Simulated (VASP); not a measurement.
The system is ZnF2.

```
Zn F
1.0
     4.80069    0.00000    0.00000
     0.00000    4.80069    0.00000
     0.00000    0.00000    3.17548
Zn F
2 4
Direct
  0.00000 0.00000 0.00000
  0.50000 0.50000 0.50000
  0.30440 0.30440 0.00000
  0.19560 0.80440 0.50000
  0.80440 0.19560 0.50000
  0.69560 0.69560 0.00000
```

* Program: VASP 6.6.1
* Task: relaxation of cell and atoms
* Functional: LDA
* Potentials or basis: VASP PAW LDA potentials, release 64 (Zn, F)
* Cutoff: 600 eV
* k mesh: 6 × 6 × 8
* Occupations: fermi-dirac, width 0.02 eV
* Spin: no spin polarisation

At the start: pressure -10.2 GPa; volume 12.20 Å³/atom.

Task: How do energy, volume and symmetry change on relaxing?

Result: Over 14 steps the energy falls by 38.6 meV/atom and the volume is 11.08 Å³/atom (-9.2 %); space group P4_2/mnm (No. 136, to 0.1 Å) before and after.

Step by step:
```csv
step,energy change (eV),largest force (eV/Å),pressure (GPa),volume (Å³)
1,0.0000,0.1043,-10.18,73.18
2,-0.2100,0.1946,3.19,65.27
3,-0.2252,0.1223,-0.10,66.76
4,-0.2293,0.0671,-0.08,66.62
5,-0.2310,0.0459,0.17,66.33
6,-0.2314,0.0120,0.11,66.42
7,-0.2314,0.0088,0.08,66.43
8,-0.2315,0.0072,-0.09,66.49
9,-0.2315,0.0069,-0.08,66.50
10,-0.2315,0.0061,-0.13,66.53
11,-0.2316,0.0010,-0.07,66.49
12,-0.2316,0.0011,-0.08,66.48
13,-0.2316,0.0050,0.00,66.45
14,-0.2316,0.0027,-0.03,66.47
```

Final structure:
```yaml
crystal:
  lattice:
    - [4.63233, 0.00000, 0.00000]
    - [0.00000, 4.63233, 0.00000]
    - [0.00000, 0.00000, 3.09760]
  atoms:
    - { symbol: Zn, position: [0.00000, 0.00000, 0.00000] }
    - { symbol: Zn, position: [0.50000, 0.50000, 0.50000] }
    - { symbol: F, position: [0.30330, 0.30330, 0.00000] }
    - { symbol: F, position: [0.19670, 0.80330, 0.50000] }
    - { symbol: F, position: [0.80330, 0.19670, 0.50000] }
    - { symbol: F, position: [0.69670, 0.69670, 0.00000] }
```
